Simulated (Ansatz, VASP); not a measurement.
# Co in VASP and in Ansatz

```
CELL_PARAMETERS angstrom
2.51900 0.00000 0.00000
-1.25950 2.18152 0.00000
0.00000 0.00000 4.09100
ATOMIC_POSITIONS crystal
Co 0.33333 0.66667 0.25000
Co 0.66667 0.33333 0.75000
```

Alike in both runs: task electric field gradients; functional PBE; k mesh 19 × 19 × 10; occupations fermi-dirac, width 0.08 eV; collinear spin.

|  | VASP | Ansatz |
| --- | --- | --- |
| version | VASP 6.6.1 | Ansatz 0.2.0 |
| potentials or method | VASP PAW PBE potentials, release 64 (Co) | PAW with Ansatz's default frozen-core files, scalar-relativistic |
| plane-wave cutoff (eV) | 520 | 420 |
| valence electrons in the cell | 18 | 34 |

VASP gave:

| Item | Value |
| --- | --- |
| pressure (GPa) | -7.1 |
| traceless stress, the component that is largest in VASP (GPa) | -0.74 |
| net moment per atom (μB) | 1.63 |
| size of the moment on the site where the two differ most (μB) | 1.66 |
| size of Vzz on the site where it differs most (V/Å²) | 2.1 |

**Question.** Which values does Ansatz return?

**Answer.** Pressure (GPa): -6.6; traceless stress, the component that is largest in VASP (GPa): -0.64; net moment per atom (μB): 1.64; size of the moment on the site where the two differ most (μB): 1.72; size of Vzz on the site where it differs most (V/Å²): 2.0.

Site moments also hang on the region over which each program counts them. VASP's potentials hold 18 valence electrons a cell and Ansatz's 34, so a difference there can come from the potentials and not from the codes.
